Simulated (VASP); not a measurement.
# MnC2 (Fd-3m) in VASP: a series of runs

The runs below take MnC2 through single point, relaxation of cell and atoms, with PBE.

All numbers are computed with VASP 6.6.1; they aren't measurements. Logs are shortened: lines on timing, memory, paths and dates and some standing lists are left out, and cuts for length are marked.

### 1 The cell of the first run

The structure is cubic, space group Fd-3m (No. 227). The conventional cell has a = 5.805 Å, b = 5.805 Å, c = 5.805 Å, α = 90.00°, β = 90.00°, γ = 90.00°. Mn (site symmetry -43m) has 12 C at 2.41 Å and 4 Mn at 2.51 Å within 3.2 Å. C (site symmetry -3m) has 6 C at 2.05 Å and 6 Mn at 2.41 Å within 2.7 Å.

### 2 Single point, PBE, collinear spin, ferromagnetic start

Contents of INCAR:

```
PREC = Accurate
ENCUT = 520
EDIFF = 1E-6
ISMEAR = 0
SIGMA = 0.1
LREAL = F
LASPH = T
NELM = 150
ALGO = Fast
ISIF = 2
LWAVE = F
LCHARG = F
ISPIN = 2
MAGMOM = 3.65 3.65 0 0 0 0
LORBIT = 11
LMAXMIX = 4
GGA = PE
NBANDS = 34
```

Contents of KPOINTS:

```
regular mesh
0
Gamma
  6 6 6
```

Contents of POSCAR:

```
MnC2
1.0
    0.0000000000      2.9022856078      2.9022856078
    2.9022856078      0.0000000000      2.9022856078
    2.9022856078      2.9022856078      0.0000000000
Mn C
2 4
Direct
    0.0000000000      0.0000000000      0.0000000000
    0.2500000000      0.2500000000      0.2500000000
    0.6250000000      0.6250000000      0.6250000000
    0.1250000000      0.6250000000      0.6250000000
    0.6250000000      0.6250000000      0.1250000000
    0.6250000000      0.1250000000      0.6250000000
```

Potentials or basis: VASP PAW PBE potentials, release 64 (Mn_pv, C).

Command:

```console
$ cat potpaw_PBE.64/Mn_pv/POTCAR potpaw_PBE.64/C/POTCAR > POTCAR
$ mpirun -np 1 vasp_std > vasp.out
```

OUTCAR:

```text
PREC = Accurate
   ENCUT = 520
   EDIFF = 1E-6
   ISMEAR = 0
   LREAL = F
   LASPH = T
   NELM = 150
   ISIF = 2
   ISPIN = 2
   LORBIT = 11
   GGA = PE

 ion  position               nearest neighbor table
   1  0.000  0.000  0.000-   3 2.41   5 2.41   6 2.41   3 2.41   4 2.41   5 2.41   3 2.41   4 2.41
                             6 2.41   4 2.41   5 2.41   6 2.41   2 2.51   2 2.51   2 2.51   2 2.51
   2  0.250  0.250  0.250-   4 2.41   5 2.41   6 2.41   3 2.41   4 2.41   6 2.41   3 2.41   4 2.41
                             5 2.41   3 2.41   5 2.41   6 2.41   1 2.51   1 2.51   1 2.51   1 2.51
   3  0.625  0.625  0.625-   4 2.05   5 2.05   6 2.05   5 2.05   6 2.05   4 2.05   1 2.41   2 2.41
                             1 2.41   2 2.41   1 2.41   2 2.41
   4  0.125  0.625  0.625-   3 2.05   5 2.05   6 2.05   3 2.05   5 2.05   6 2.05   2 2.41   1 2.41
                             1 2.41   2 2.41   2 2.41   1 2.41
   5  0.625  0.625  0.125-   3 2.05   3 2.05   4 2.05   6 2.05   6 2.05   4 2.05   1 2.41   2 2.41
                             1 2.41   2 2.41   1 2.41   2 2.41
   6  0.625  0.125  0.625-   3 2.05   5 2.05   3 2.05   4 2.05   5 2.05   4 2.05   2 2.41   1 2.41
                             2 2.41   2 2.41   1 2.41   1 2.41

  LATTYP: Found a face centered cubic cell.
 ALAT       =     5.8045712156

  Lattice vectors:

 A1 = (   0.0000000000,   2.9022856078,   2.9022856078)
 A2 = (   2.9022856078,   0.0000000000,   2.9022856078)
 A3 = (   2.9022856078,   2.9022856078,   0.0000000000)

Analysis of symmetry for initial positions (statically):
=====================================================================
 Subroutine PRICEL returns:
 Original cell was already a primitive cell.

 Routine SETGRP: Setting up the symmetry group for a
 face centered cubic supercell.

 Subroutine GETGRP returns: Found 48 space group operations
 (whereof 24 operations were pure point group operations)
 out of a pool of 48 trial point group operations.

The static configuration has the point symmetry T_d .
 The point group associated with its full space group is O_h .

Analysis of symmetry for dynamics (positions and initial velocities):
=====================================================================
 Subroutine PRICEL returns:
 Original cell was already a primitive cell.

 Routine SETGRP: Setting up the symmetry group for a
 face centered cubic supercell.

 Subroutine GETGRP returns: Found 48 space group operations
 (whereof 24 operations were pure point group operations)
 out of a pool of 48 trial point group operations.

The dynamic configuration has the point symmetry T_d .
 The point group associated with its full space group is O_h .

Analysis of structural, dynamic, and magnetic symmetry:
=====================================================================
 Subroutine PRICEL returns:
 Original cell was already a primitive cell.

 Routine SETGRP: Setting up the symmetry group for a
 face centered cubic supercell.

 Subroutine GETGRP returns: Found 48 space group operations
 (whereof 24 operations were pure point group operations)
 out of a pool of 48 trial point group operations.

The overall configuration has the point symmetry T_d .
 The point group associated with its full space group is O_h .

 Subroutine INISYM returns: Found 48 space group operations
 (whereof 24 operations are pure point group operations),
 and found     1 'primitive' translations

----------------------------------------------------------------------------------------

                                     Primitive cell

  volume of cell :      48.8934

  direct lattice vectors                    reciprocal lattice vectors
     0.000000000  2.902285608  2.902285608    -0.172278014  0.172278014  0.172278014
     2.902285608  0.000000000  2.902285608     0.172278014 -0.172278014  0.172278014
     2.902285608  2.902285608  0.000000000     0.172278014  0.172278014 -0.172278014

  length of vectors
     4.104451668  4.104451668  4.104451668     0.298394273  0.298394273  0.298394273

  position of ions in fractional coordinates (direct lattice)
     0.000000000  0.000000000  0.000000000
     0.250000000  0.250000000  0.250000000
     0.625000000  0.625000000  0.625000000
     0.125000000  0.625000000  0.625000000
     0.625000000  0.625000000  0.125000000
     0.625000000  0.125000000  0.625000000

  ion indices of the primitive-cell ions
   primitive index   ion index
                 1           1
                 2           2
                 3           3
                 4           4
                 5           5
                 6           6

----------------------------------------------------------------------------------------

 KPOINTS: regular mesh

Automatic generation of k-mesh.
 Grid dimensions read from file:
 generate k-points for:    6    6    6

 Generating k-lattice:

  Cartesian coordinates                     Fractional coordinates (reciprocal lattice)
    -0.028713002  0.028713002  0.028713002     0.166666667  0.000000000  0.000000000
     0.028713002 -0.028713002  0.028713002     0.000000000  0.166666667  0.000000000
     0.028713002  0.028713002 -0.028713002     0.000000000  0.000000000  0.166666667

  Length of vectors
     0.049732379  0.049732379  0.049732379

  Shift w.r.t. Gamma in fractional coordinates (k-lattice)
     0.000000000  0.000000000  0.000000000

 Subroutine IBZKPT returns following result:
 ===========================================

 Found     16 irreducible k-points:

 Following reciprocal coordinates:
            Coordinates               Weight
  0.000000  0.000000  0.000000      1.000000
  0.166667  0.000000  0.000000      8.000000
  0.333333  0.000000  0.000000      8.000000
  0.500000  0.000000  0.000000      4.000000
  0.166667  0.166667  0.000000      6.000000
  0.333333  0.166667  0.000000     24.000000
[... 8 lines left out ...]
 -0.333333  0.333333  0.166667     24.000000
 -0.333333  0.500000  0.166667     12.000000
   k-points           NKPTS =     16   k-points in BZ     NKDIM =     16   number of bands    NBANDS=     34
   number of dos      NEDOS =    301   number of ions     NIONS =      6
   total plane-waves  NPLWV =  32768
   dimension x,y,z NGX =    32 NGY =   32 NGZ =   32
   dimension x,y,z NGXF=    64 NGYF=   64 NGZF=   64
   ions per type =               2   4
   NGX,Y,Z   is equivalent  to a cutoff of  12.96, 12.96, 12.96 a.u.
   NGXF,Y,Z  is equivalent  to a cutoff of  25.92, 25.92, 25.92 a.u.
 SYSTEM =  unknown system
   PREC   = accura    normal or accurate (medium, high low for compatibility)
   ISTART =      0    job   : 0-new  1-cont  2-samecut
   ICHARG =      2    charge: 1-file 2-atom 10-const
   ISPIN  =      2    spin polarized calculation?
   LNONCOLLINEAR =      F non collinear calculations
   LSORBIT =      F    spin-orbit coupling
   LASPH  =      T    aspherical Exc in radial PAW
   ENCUT  =  520.0 eV  38.22 Ry    6.18 a.u.   7.63  7.63  7.63*2*pi/ulx,y,z
   NELM   =    150;   NELMIN=  2; NELMDL= -5     # of ELM steps
   EDIFF  = 0.1E-05   stopping-criterion for ELM
   LREAL  =      F    real-space projection
   EDIFFG = 0.1E-04   stopping-criterion for IOM
   NSW    =      0    number of steps for IOM
   IBRION =     -1    ionic relax: 0-MD 1-quasi-New 2-CG
   NFREE  =      0    steps in history (QN), initial steepest desc. (CG)
   ISIF   =      2    stress and relaxation
   ISYM   =      2    0-nonsym 1-usesym 2-fastsym
   POTIM  = 0.5000    time-step for ionic-motion
   TEBEG  =    0.0;   TEEND  =   0.0 temperature during run
   PSTRESS=    0.0 pullay stress
   NELECT =      42.0000    total number of electrons
   NUPDOWN=      -1.0000    fix difference up-down
   EMIN   =  10.00;   EMAX   =-10.00  energy-range for DOS
   EFERMI =   0.00;   METHOD = LEGACY
   ISMEAR =     0;   SIGMA  =   0.10  broadening in eV -4-tet -1-fermi 0-gaus
   EFERMI_NEDOS =   21; number of points for ismear=-14 and -15
   IALGO  =     68    algorithm
   IMIX   =      4    mixing-type and parameters
     AMIX     =   0.40;   BMIX     =  1.00
     AMIX_MAG =   1.60;   BMIX_MAG =  1.00
  volume/ion in A,a.u.               =       8.15        54.99
  Fermi-wavevector in a.u.,A,eV,Ry     =   1.556232  2.940853 32.951395  2.421859
  Thomas-Fermi vector in A             =   2.660058
   LORBIT       =     11    0 simple, 1 ext, 2 COOP (PROOUT), +10 PAW based schemes
   GGA     = PE    functional components
   LHFCALC =     F    Hartree Fock is set to
   AEXX    =    0.0000 exact exchange contribution
   IVDW    =     0    specifies the selected vdW correction
   LEPSILON=     F    determine dielectric tensor
   LRPA    =     F    only Hartree local field effects (RPA)
 spin polarized calculation
 RMM-DIIS sequential band-by-band and
 Gauss-broadening in eV      SIGMA  =   0.10
  energy-cutoff  :      520.00
  volume of cell :       48.89
 maximum number of plane-waves:      1363
 NGX is ok and might be reduce to    32
   NGX = 15   NGY = 15   NGZ = 15

 number of electron      42.0000028 magnetization       5.4535044

 Free energy of the ion-electron system (eV)
  ---------------------------------------------------
  ext. energy  EPLUGINS =         0.00000000
  ---------------------------------------------------
  free energy    TOTEN  =       -39.99268843 eV

  energy without entropy =      -39.96758311  energy(sigma->0) =      -39.98013577

 E-fermi :   9.9532     XC(G=0): -13.3478

 val. band max:        9.8884478141   @ k =   0.3333   0.1667   0.0000
 cond. band min:       9.9573231761   @ k =   0.5000   0.3333   0.0000
 fundamental gap:      0.0688753619
 Fermi energy:         9.9531562223

 spin component 1

 k-point     1 :       0.0000    0.0000    0.0000
  band No.  band energies     occupation
      1     -39.5502      1.00000
      2     -39.5502      1.00000
      3     -39.5502      1.00000
      4     -39.3701      1.00000
      5     -39.3701      1.00000
      6     -39.3701      1.00000
[... 25 lines left out ...]
     32      16.1341      0.00000
     33      16.1381      0.00000

 k-point     2 :       0.1667    0.0000    0.0000
  band No.  band energies     occupation
      1     -39.5555      1.00000
      2     -39.5555      1.00000
      3     -39.5494      1.00000
      4     -39.3722      1.00000
      5     -39.3649      1.00000
      6     -39.3649      1.00000
[... 496 lines left out ...]
 k-point    16 :      -0.3333    0.5000    0.1667
  band No.  band energies     occupation
      1     -39.5907      1.00000
      2     -39.5907      1.00000
      3     -39.4622      1.00000
      4     -39.4622      1.00000
      5     -39.3318      1.00000
      6     -39.3318      1.00000
[... 25 lines left out ...]
     32      15.9615      0.00000
     33      18.4137      0.00000
 Fermi energy:         9.9531562223

 spin component 2

 k-point     1 :       0.0000    0.0000    0.0000
  band No.  band energies     occupation
      1     -36.7021      1.00000
      2     -36.7021      1.00000
      3     -36.7021      1.00000
      4     -36.5051      1.00000
      5     -36.5051      1.00000
      6     -36.5051      1.00000
[... 25 lines left out ...]
     32      17.3587      0.00000
     33      17.3588      0.00000

 k-point     2 :       0.1667    0.0000    0.0000
  band No.  band energies     occupation
      1     -36.7082      1.00000
      2     -36.7082      1.00000
      3     -36.7018      1.00000
      4     -36.5072      1.00000
      5     -36.4992      1.00000
      6     -36.4992      1.00000
[... 496 lines left out ...]
 k-point    16 :      -0.3333    0.5000    0.1667
  band No.  band energies     occupation
      1     -36.7483      1.00000
      2     -36.7483      1.00000
      3     -36.6063      1.00000
      4     -36.6063      1.00000
      5     -36.4620      1.00000
      6     -36.4620      1.00000
[... 25 lines left out ...]
     32      16.1570      0.00000
     33      19.2455      0.00000
 [bands above 33 left out]

------------------------ aborting loop because EDIFF is reached ----------------------------------------

  FORCE on cell =-STRESS in cart. coord.  units (eV):
  Direction    XX          YY          ZZ          XY          YZ          ZX
  --------------------------------------------------------------------------------------
  -------------------------------------------------------------------------------------
  Total        0.0914595      0.0914595      0.0914595      0.0000000      0.0000000      0.0000000
  in kB        2.9970167      2.9970167      2.9970167      0.0000000      0.0000000      0.0000000
  external PRESSURE =       2.9970167 kB  Pullay stress =       0.0000000 kB

 VOLUME and BASIS-vectors are now :
 -----------------------------------------------------------------------------
  energy-cutoff  :      520.00
  volume of cell :       48.89
      direct lattice vectors                 reciprocal lattice vectors
     0.000000000  2.902285608  2.902285608    -0.172278014  0.172278014  0.172278014
     2.902285608  0.000000000  2.902285608     0.172278014 -0.172278014  0.172278014
     2.902285608  2.902285608  0.000000000     0.172278014  0.172278014 -0.172278014

 POSITION                                       TOTAL-FORCE (eV/Angst)
 -----------------------------------------------------------------------------------
      0.00000      0.00000      0.00000         0.000000      0.000000     -0.000000
      1.45114      1.45114      1.45114        -0.000000     -0.000000     -0.000000
      3.62786      3.62786      3.62786        -0.000000     -0.000000      0.000000
      3.62786      2.17671      2.17671        -0.000000     -0.000000      0.000000
      2.17671      2.17671      3.62786        -0.000000     -0.000000      0.000000
      2.17671      3.62786      2.17671        -0.000000     -0.000000      0.000000
 -----------------------------------------------------------------------------------
    total drift:                               -0.000000     -0.000000      0.000000

  FREE ENERGIE OF THE ION-ELECTRON SYSTEM (eV)
  ---------------------------------------------------
  free  energy   TOTEN  =       -39.9926884271 eV

  energy  without entropy=      -39.9675831053  energy(sigma->0) =      -39.98013577

 total charge

# of ion       s       p       d       tot
------------------------------------------
    1        0.254   6.261   5.208  11.723
    2        0.254   6.261   5.208  11.723
    3        0.985   1.173   0.000   2.158
    4        0.985   1.173   0.000   2.158
    5        0.985   1.173   0.000   2.158
    6        0.985   1.173   0.000   2.158
--------------------------------------------------
tot          4.448  17.213  10.416  32.077

 magnetization (x)

# of ion       s       p       d       tot
------------------------------------------
    1        0.014   0.025   2.628   2.667
    2        0.014   0.025   2.628   2.667
    3        0.040  -0.038   0.000   0.002
    4        0.040  -0.038   0.000   0.002
    5        0.040  -0.038   0.000   0.002
    6        0.040  -0.038   0.000   0.002
--------------------------------------------------
tot          0.186  -0.101   5.257   5.342
```

Wall time 100 s (1 thread of Oxide Virtual Turin-like, shared host); peak memory 0.18 GiB.

Results:

```yaml
Free_energy: -39.9927 eV
Pressure: 0.3 GPa
Net_moment: 5.45 μB per cell
Site_moments: Mn +2.67; C +0.00 μB
Valence_electrons_inside_the_program's_atomic_spheres: Mn 11.72; C 2.16
```

Levels at points of the mesh, in eV from the Fermi level:
Spin up:
```tsv
k point	band 20	band 21	band 22	band 23	band 24	band 25	band 26	band 27	band 28	band 29
(0.00, 0.00, 0.00)	-1.06	-1.06	0.45	0.45	0.45	1.12	1.47	1.47	5.13	5.13
(0.50, 0.00, 0.00)	-1.46	-0.99	-0.82	-0.82	0.56	1.08	1.33	1.33	1.55	1.55
(0.50, 0.50, 0.00)	-2.06	-0.85	-0.85	0.87	0.87	1.17	1.17	2.00	2.00	2.10
```
Spin down:
| k point | band 15 | band 16 | band 17 | band 18 | band 19 | band 20 | band 21 | band 22 |
| --- | --- | --- | --- | --- | --- | --- | --- | --- |
| (0.00, 0.00, 0.00) | -5.53 | -5.53 | 0.27 | 0.27 | 0.27 | 1.90 | 1.92 | 1.92 |
| (0.50, 0.00, 0.00) | -2.62 | -1.34 | -0.63 | -0.63 | 0.74 | 1.03 | 1.10 | 1.10 |
| (0.50, 0.50, 0.00) | -1.11 | -1.11 | -1.08 | -1.08 | -1.00 | -1.00 | 0.98 | 0.98 |

### 3 Relaxation of cell and atoms, PBE, collinear spin, ferromagnetic start

This run uses another cell than the first one, of 9.47 Å³/atom.

Contents of INCAR:

```
PREC     = Accurate       # precision mode
ENCUT    = 600            # plane-wave cutoff, eV
EDIFF    = 1E-6           # SCF threshold, eV
ISMEAR   = 0              # smearing method
SIGMA    = 0.1            # smearing width, eV
LREAL    = False          # projectors in reciprocal space
LASPH    = True           # aspherical terms in the spheres
NELM     = 150            # most SCF steps
ALGO     = Fast           # electronic algorithm
ISIF     = 3              # what is computed and relaxed
LWAVE    = False          # write WAVECAR
LCHARG   = False          # write CHGCAR
ISPIN    = 2              # spin polarisation
MAGMOM   = 3.65 3.65 0 0 0 0 # initial moments
LORBIT   = 11             # projections on sites
LMAXMIX  = 4              # l up to which the mixer works
GGA      = PE             # functional
IBRION   = 2              # ionic algorithm
NSW      = 90             # ionic steps
EDIFFG   = -0.04          # ionic threshold
```

Contents of KPOINTS:

```
Automatic mesh
0
Gamma
  6 6 6
```

POSCAR: that of step 2 with these lines changed.

```diff
@@ -2,5 +2,5 @@
 1.0
-    0.0000000000      2.9022856078      2.9022856078
-    2.9022856078      0.0000000000      2.9022856078
-    2.9022856078      2.9022856078      0.0000000000
+    0.0000000000      3.0513404812      3.0513404812
+    3.0513404812      0.0000000000      3.0513404812
+    3.0513404812      3.0513404812      0.0000000000
 Mn C
```

Potentials or basis: VASP PAW PBE potentials, release 64 (Mn_pv, C).

Command:

```console
$ cat potpaw_PBE.64/Mn_pv/POTCAR potpaw_PBE.64/C/POTCAR > POTCAR
$ mpirun -np 1 vasp_std > vasp.out
```

Wall time 16 min (1 thread of Oxide Virtual Turin-like, shared host); peak memory 0.24 GiB.

Results (log left out):

| Property | Result |
| --- | --- |
| Free energy | -40.0075 eV |
| Relaxed volume | 8.15 Å³/atom |
| Relaxed cell | a = 4.104 Å, b = 4.104 Å, c = 4.104 Å, α = 60.00°, β = 60.00°, γ = 60.00° |
| Space group after relaxing (to 0.1 Å) | Fd-3m (No. 227) |
| Energy gained by relaxing | 77.9 meV/atom |
| Ionic steps | 4 |
| Pressure after relaxing | 0.1 GPa |
| Net moment | 5.45 μB per cell |
| Site moments | Mn +2.67; C +0.00 μB |
| Valence electrons inside the program's atomic spheres | Mn 11.72; C 2.16 |

The path:
| step | energy change (eV) | largest force (eV/Å) | pressure (GPa) | volume (Å³) |
| --- | --- | --- | --- | --- |
| 1 | 0.0000 | 0.0000 | -13.94 | 56.82 |
| 2 | -0.4366 | 0.0000 | -4.00 | 50.31 |
| 3 | -0.4663 | 0.0000 | -1.17 | 49.29 |
| 4 | -0.4676 | 0.0000 | 0.08 | 48.88 |

Final structure:
```
Mn C
1.0
     0.00000    2.90203    2.90203
     2.90203    0.00000    2.90203
     2.90203    2.90203    0.00000
Mn C
2 4
Direct
  0.00000 0.00000 0.00000
  0.25000 0.25000 0.25000
  0.62500 0.62500 0.62500
  0.12500 0.62500 0.62500
  0.62500 0.62500 0.12500
  0.62500 0.12500 0.62500
```

Levels at points of the mesh, in eV from the Fermi level:
Spin up:
| k point | band 21 | band 22 | band 23 | band 24 | band 25 | band 26 | band 27 | band 28 |
| --- | --- | --- | --- | --- | --- | --- | --- | --- |
| (0.00, 0.00, 0.00) | -1.06 | 0.45 | 0.45 | 0.45 | 1.12 | 1.47 | 1.47 | 5.13 |
| (0.50, 0.00, 0.00) | -0.99 | -0.82 | -0.82 | 0.56 | 1.08 | 1.33 | 1.33 | 1.55 |
| (0.50, 0.50, 0.00) | -0.85 | -0.85 | 0.88 | 0.88 | 1.17 | 1.17 | 2.00 | 2.00 |
Spin down:
```tsv
k point	band 16	band 17	band 18	band 19	band 20	band 21
(0.00, 0.00, 0.00)	-5.53	0.27	0.27	0.27	1.90	1.92
(0.50, 0.00, 0.00)	-1.34	-0.63	-0.63	0.74	1.03	1.10
(0.50, 0.50, 0.00)	-1.11	-1.08	-1.08	-1.00	-1.00	0.98
```
